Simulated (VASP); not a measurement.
# TiO2 (P3_121) in VASP: single point with LDA

Aim: the single point of TiO2 with LDA.

The COD entry that gives the cell may itself be a prediction, so a difference from it is no test against experiment.

Everything below comes from runs of VASP 6.6.1. Logs are shortened: lines on timing, memory, paths and dates and some standing lists are left out, and cuts for length are marked.

### Step 1. The cell of the first run

The structure is trigonal, space group P3_121 (No. 152). The conventional cell has a = 5.291 Å, b = 5.291 Å, c = 6.133 Å, α = 90.00°, β = 90.00°, γ = 120.00°. Within 2.3 Å of Ti (site symmetry 2) lie 4 O at 1.73 to 1.88 Å. Within 2.3 Å of O (site symmetry 1) lie 2 Ti at 1.73 to 1.88 Å.

### Step 2. Single point, LDA

The input, INCAR:

```
SYSTEM = TiO2
  ALGO = Normal
  EDIFF = 1E-6
  ENCUT = 520
  ISIF = 2
  ISMEAR = 0
  ISYM = 0
  LASPH = .True.
  LCHARG = .False.
  LREAL = .False.
  LWAVE = .False.
  NBANDS = 46
  NELM = 100
  PREC = Accurate
  SIGMA = 0.01
```

The input, KPOINTS:

```
Automatic mesh
0
Gamma
  3 3 2
  0.5 0.5 0.5
```

The input, POSCAR:

```
TiO2
1.0
    5.2910000000      0.0000000000      0.0000000000
   -2.6455000000      4.5821404100      0.0000000000
    0.0000000000      0.0000000000      6.1330000000
Ti O
3 6
Direct
    0.4530000000      0.0000000000      0.3333333333
    0.0000000000      0.4530000000      0.6666666667
    0.5470000000      0.5470000000      0.0000000000
    0.4080000000      0.3030000000      0.2150000000
    0.6970000000      0.1050000000      0.5483333300
    0.8950000000      0.5920000000      0.8816666700
    0.3030000000      0.4080000000      0.7850000000
    0.1050000000      0.6970000000      0.4516666700
    0.5920000000      0.8950000000      0.1183333300
```

Potentials or basis: VASP PAW LDA potentials, release 64 (Ti_sv, O).

Command:

```
cat potpaw_LDA.64/Ti_sv/POTCAR potpaw_LDA.64/O/POTCAR > POTCAR
mpirun -np 1 vasp_std > vasp.out
```

OUTCAR:

```text
SYSTEM = TiO2
   EDIFF = 1E-6
   ENCUT = 520
   ISIF = 2
   ISMEAR = 0
   ISYM = 0
   LASPH = .True.
   LREAL = .False.
   NELM = 100
   PREC = Accurate

 ion  position               nearest neighbor table
   1  0.453  0.000  0.333-   5 1.73   9 1.73   4 1.88   8 1.88
   2  0.000  0.453  0.667-   8 1.73   6 1.73   7 1.88   5 1.88
   3  0.547  0.547  0.000-   4 1.73   7 1.73   9 1.88   6 1.88
   4  0.408  0.303  0.215-   3 1.73   1 1.88
   5  0.697  0.105  0.548-   1 1.73   2 1.88
   6  0.895  0.592  0.882-   2 1.73   3 1.88
   7  0.303  0.408  0.785-   3 1.73   2 1.88
   8  0.105  0.697  0.452-   2 1.73   1 1.88
   9  0.592  0.895  0.118-   1 1.73   3 1.88

IMPORTANT INFORMATION: All symmetrisations will be switched off!
NOSYMM: (Re-)initialisation of all symmetry stuff for point group C_1.

----------------------------------------------------------------------------------------

                                     Primitive cell

  volume of cell :     148.6891

  direct lattice vectors                    reciprocal lattice vectors
     5.291000000  0.000000000  0.000000000     0.189000189  0.109119310  0.000000000
    -2.645500000  4.582140410  0.000000000     0.000000000  0.218238620  0.000000000
     0.000000000  0.000000000  6.133000000     0.000000000  0.000000000  0.163052340

  length of vectors
     5.291000000  5.290999999  6.133000000     0.218238620  0.218238620  0.163052340

  position of ions in fractional coordinates (direct lattice)
     0.453000000  0.000000000  0.333333333
     0.000000000  0.453000000  0.666666667
     0.547000000  0.547000000  0.000000000
     0.408000000  0.303000000  0.215000000
     0.697000000  0.105000000  0.548333330
     0.895000000  0.592000000  0.881666670
     0.303000000  0.408000000  0.785000000
     0.105000000  0.697000000  0.451666670
     0.592000000  0.895000000  0.118333330

  ion indices of the primitive-cell ions
   primitive index   ion index
                 1           1
                 2           2
                 3           3
                 4           4
                 5           5
                 6           6
                 7           7
                 8           8
                 9           9

----------------------------------------------------------------------------------------

 KPOINTS: Automatic mesh

Automatic generation of k-mesh.
 Grid dimensions read from file:
 generate k-points for:    3    3    2

 Generating k-lattice:

  Cartesian coordinates                     Fractional coordinates (reciprocal lattice)
     0.063000063  0.036373103  0.000000000     0.333333333 -0.000000000  0.000000000
     0.000000000  0.072746207  0.000000000     0.000000000  0.333333333  0.000000000
     0.000000000  0.000000000  0.081526170     0.000000000  0.000000000  0.500000000

  Length of vectors
     0.072746207  0.072746207  0.081526170

  Shift w.r.t. Gamma in fractional coordinates (k-lattice)
     0.500000000  0.500000000  0.500000000

 Subroutine IBZKPT returns following result:
 ===========================================

 Found     27 irreducible k-points:

 Following reciprocal coordinates:
            Coordinates               Weight
  0.166667  0.166667  0.250000      2.000000
 -0.166667  0.333333  0.250000      2.000000
 -0.333333  0.166667  0.250000      2.000000
 -0.166667 -0.166667  0.250000      2.000000
  0.166667 -0.333333  0.250000      2.000000
  0.333333 -0.166667  0.250000      2.000000
[... 16 lines left out ...]
  0.166667  0.000000  0.250000      2.000000
  0.000000  0.166667  0.250000      2.000000
 [... further k-points ...]
   k-points           NKPTS =     27   k-points in BZ     NKDIM =     27   number of bands    NBANDS=     46
   number of dos      NEDOS =    301   number of ions     NIONS =      9
   total plane-waves  NPLWV =  76800
   dimension x,y,z NGX =    40 NGY =   40 NGZ =   48
   dimension x,y,z NGXF=    80 NGYF=   80 NGZF=   96
   ions per type =               3   6
   NGX,Y,Z   is equivalent  to a cutoff of  12.57, 12.57, 13.01 a.u.
   NGXF,Y,Z  is equivalent  to a cutoff of  25.14, 25.14, 26.02 a.u.
 SYSTEM =  TiO2
   PREC   = accura    normal or accurate (medium, high low for compatibility)
   ISTART =      0    job   : 0-new  1-cont  2-samecut
   ICHARG =      2    charge: 1-file 2-atom 10-const
   ISPIN  =      1    spin polarized calculation?
   LNONCOLLINEAR =      F non collinear calculations
   LSORBIT =      F    spin-orbit coupling
   LASPH  =      T    aspherical Exc in radial PAW
   ENCUT  =  520.0 eV  38.22 Ry    6.18 a.u.   9.84  9.84 11.40*2*pi/ulx,y,z
   NELM   =    100;   NELMIN=  2; NELMDL= -5     # of ELM steps
   EDIFF  = 0.1E-05   stopping-criterion for ELM
   LREAL  =      F    real-space projection
   EDIFFG = 0.1E-04   stopping-criterion for IOM
   NSW    =      0    number of steps for IOM
   IBRION =     -1    ionic relax: 0-MD 1-quasi-New 2-CG
   NFREE  =      0    steps in history (QN), initial steepest desc. (CG)
   ISIF   =      2    stress and relaxation
   ISYM   =      0    0-nonsym 1-usesym 2-fastsym
   POTIM  = 0.5000    time-step for ionic-motion
   TEBEG  =    0.0;   TEEND  =   0.0 temperature during run
   PSTRESS=    0.0 pullay stress
   NELECT =      72.0000    total number of electrons
   NUPDOWN=      -1.0000    fix difference up-down
   EMIN   =  10.00;   EMAX   =-10.00  energy-range for DOS
   EFERMI =   0.00;   METHOD = LEGACY
   ISMEAR =     0;   SIGMA  =   0.01  broadening in eV -4-tet -1-fermi 0-gaus
   EFERMI_NEDOS =   21; number of points for ismear=-14 and -15
   IALGO  =     38    algorithm
   IMIX   =      4    mixing-type and parameters
     AMIX     =   0.40;   BMIX     =  1.00
     AMIX_MAG =   1.60;   BMIX_MAG =  1.00
  volume/ion in A,a.u.               =      16.52       111.49
  Fermi-wavevector in a.u.,A,eV,Ry     =   1.285561  2.429358 22.485894  1.652667
  Thomas-Fermi vector in A             =   2.417688
   LORBIT       =      0    0 simple, 1 ext, 2 COOP (PROOUT), +10 PAW based schemes
   GGA     = CA    functional components
   LHFCALC =     F    Hartree Fock is set to
   AEXX    =    0.0000 exact exchange contribution
   IVDW    =     0    specifies the selected vdW correction
   LEPSILON=     F    determine dielectric tensor
   LRPA    =     F    only Hartree local field effects (RPA)
 non-spin polarized calculation
 Gauss-broadening in eV      SIGMA  =   0.01
  energy-cutoff  :      520.00
  volume of cell :      148.69
 maximum number of plane-waves:      4008
   NGX = 19   NGY = 19   NGZ = 23

 number of electron      72.0000007 magnetization

 Free energy of the ion-electron system (eV)
  ---------------------------------------------------
  ext. energy  EPLUGINS =         0.00000000
  ---------------------------------------------------
  free energy    TOTEN  =       -85.77618347 eV

  energy without entropy =      -85.77618347  energy(sigma->0) =      -85.77618347

 E-fermi :  -0.7159     XC(G=0):  -9.1645

 val. band max:       -0.7702735370   @ k =   0.0000   0.5000   0.2500
 cond. band min:       3.1692040256   @ k =   0.1667  -0.1667   0.2500
 fundamental gap:      3.9394775626
 Fermi energy:        -0.7158715613

 k-point     1 :       0.1667    0.1667    0.2500
  band No.  band energies     occupation
      1     -55.1371      2.00000
      2     -55.1290      2.00000
      3     -55.1208      2.00000
      4     -32.0898      2.00000
      5     -32.0593      2.00000
      6     -32.0379      2.00000
[... 38 lines left out ...]
     45       5.2426      0.00000
     46       5.7234      0.00000

 k-point     2 :      -0.1667    0.3333    0.2500
  band No.  band energies     occupation
      1     -55.1371      2.00000
      2     -55.1289      2.00000
      3     -55.1209      2.00000
      4     -32.0898      2.00000
      5     -32.0592      2.00000
      6     -32.0380      2.00000
[... 38 lines left out ...]
     45       5.2427      0.00000
     46       5.7182      0.00000

 k-point     3 :      -0.3333    0.1667    0.2500
  band No.  band energies     occupation
      1     -55.1371      2.00000
      2     -55.1290      2.00000
      3     -55.1209      2.00000
      4     -32.0899      2.00000
      5     -32.0592      2.00000
      6     -32.0380      2.00000
[... 38 lines left out ...]
     45       5.2427      0.00000
     46       5.7256      0.00000

 k-point     4 :      -0.1667   -0.1667    0.2500
  band No.  band energies     occupation
      1     -55.1371      2.00000
      2     -55.1290      2.00000
      3     -55.1208      2.00000
      4     -32.0898      2.00000
      5     -32.0593      2.00000
      6     -32.0379      2.00000
[... 920 lines left out ...]
     45       5.1333      0.00000
     46       5.5970      0.00000

 k-point    23 :       0.1667    0.0000    0.2500
  band No.  band energies     occupation
      1     -55.1387      2.00000
      2     -55.1290      2.00000
      3     -55.1193      2.00000
      4     -32.0908      2.00000
      5     -32.0497      2.00000
      6     -32.0309      2.00000
[... 38 lines left out ...]
     45       5.0752      0.00000
     46       5.5777      0.00000

 k-point    24 :       0.0000    0.1667    0.2500
  band No.  band energies     occupation
      1     -55.1387      2.00000
      2     -55.1290      2.00000
      3     -55.1193      2.00000
      4     -32.0908      2.00000
      5     -32.0489      2.00000
      6     -32.0324      2.00000
[... 38 lines left out ...]
     45       5.1333      0.00000
     46       5.5958      0.00000

 [... further k-points ...]
[... 5 lines left out ...]
  --------------------------------------------------------------------------------------
  -------------------------------------------------------------------------------------
  Total       -0.6636930     -0.6641174      3.7993030      0.0008707      0.0000129      0.0006072
  in kB       -7.1515255     -7.1560986     40.9388266      0.0093819      0.0001385      0.0065432
  external PRESSURE =       8.8770675 kB  Pullay stress =       0.0000000 kB

 VOLUME and BASIS-vectors are now :
 -----------------------------------------------------------------------------
  energy-cutoff  :      520.00
  volume of cell :      148.69
      direct lattice vectors                 reciprocal lattice vectors
     5.291000000  0.000000000  0.000000000     0.189000189  0.109119310  0.000000000
    -2.645500000  4.582140410  0.000000000     0.000000000  0.218238620  0.000000000
     0.000000000  0.000000000  6.133000000     0.000000000  0.000000000  0.163052340

 POSITION                                       TOTAL-FORCE (eV/Angst)
 -----------------------------------------------------------------------------------
      2.39682      0.00000      2.04433        -2.176725     -0.000104     -0.000219
     -1.19841      2.07571      4.08867         1.088411     -1.885113      0.000061
      1.44709      2.50643      0.00000         1.088309      1.885342      0.000168
      1.35714      1.38839      1.31860         0.528701     -1.325375      1.274191
      3.41005      0.48112      3.36293         0.883138      1.120602      1.273768
      3.16931      2.71263      5.40726        -1.411712      0.204512      1.273636
      0.52381      1.86951      4.81440        -1.412276     -0.204538     -1.273833
     -1.28836      3.19375      2.77007         0.528784      1.325009     -1.273798
      0.76455      4.10102      0.72574         0.883370     -1.120335     -1.273974
 -----------------------------------------------------------------------------------
    total drift:                               -0.000087      0.000588     -0.000365

  FREE ENERGIE OF THE ION-ELECTRON SYSTEM (eV)
  ---------------------------------------------------
  free  energy   TOTEN  =       -85.7761834664 eV

  energy  without entropy=      -85.7761834664  energy(sigma->0) =      -85.77618347
```

Wall time 3.3 min (1 thread of Intel Xeon Platinum 8488C (Sapphire Rapids), shared host); peak memory 0.28 GiB.

Results:

```yaml
Free_energy: -85.7762 eV
Pressure: 0.9 GPa
Largest_force: 2.177 eV/Å
Band_gap_on_the_k_mesh: 3.94 eV, indirect (least direct gap 3.96 eV)
```

Forces on the atoms (eV/Å):
```
Ti  -2.177  0.000  0.000
Ti   1.088 -1.885  0.000
Ti   1.088  1.885  0.000
O    0.529 -1.325  1.274
O    0.883  1.121  1.274
O   -1.412  0.205  1.274
O   -1.412 -0.205 -1.274
O    0.529  1.325 -1.274
O    0.883 -1.120 -1.274
```

Caveat: forces of over 1 eV/Å act on the atoms, so gaps and moduli don't describe the material at rest. LDA gaps usually lie below the measured ones, often by a third to a half.
